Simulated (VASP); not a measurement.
Write the native input for VASP 6.6.1 that does the following.

| Quantity | Value |
| --- | --- |
| Task | relaxation of shape and atoms at fixed volume |
| Functional | PBE |
| Potentials or basis | VASP PAW PBE potentials, release 64 (Cu) |
| Cutoff | 600 eV |
| k mesh | 24 × 24 × 14 |
| Occupations | gaussian, width 0.1 eV |
| Spin | no spin polarisation |
| Dipole correction | no |
| Further INCAR settings | ALGO = Fast; EDIFF = 1e-06; IBRION = 2; EDIFFG = -0.01; NSW = 50; ISIF = 4 |

The structure of Cu lies in POSCAR:

```
Cu
1.0
    2.5903724166      0.0000000000      0.0000000000
   -1.2951862083      2.2433283180      0.0000000000
    0.0000000000      0.0000000000      4.2428684910
Cu
2
Direct
    0.6666666667      0.3333333333      0.7500000000
    0.3333333333      0.6666666667      0.2500000000
```

This isn't the form of Cu at room conditions, which is fcc.

The input as run:

INCAR

```
PREC = Accurate
ENCUT = 600
EDIFF = 1E-6
ISMEAR = 0
SIGMA = 0.1
LREAL = False
LASPH = True
NELM = 60
ALGO = Fast
ISIF = 4
LWAVE = False
LCHARG = False
GGA = PE
IBRION = 2
NSW = 50
EDIFFG = -0.01
```

KPOINTS

```
regular mesh
0
Gamma
  24 24 14
```

Potentials or basis: VASP PAW PBE potentials, release 64 (Cu).

Command:

```console
$ cat potpaw_PBE.64/Cu/POTCAR > POTCAR
$ mpirun -np 1 vasp_std > vasp.out
```

It gave:

The pressure after relaxing is -2.5 GPa and the band gap on the k mesh is zero (bands 11 and 12 overlap by 5.86 eV).

It took 2.7 min on 1 thread of Oxide Virtual Turin-like Processor, with other jobs on the host, peak memory 0.27 GiB.
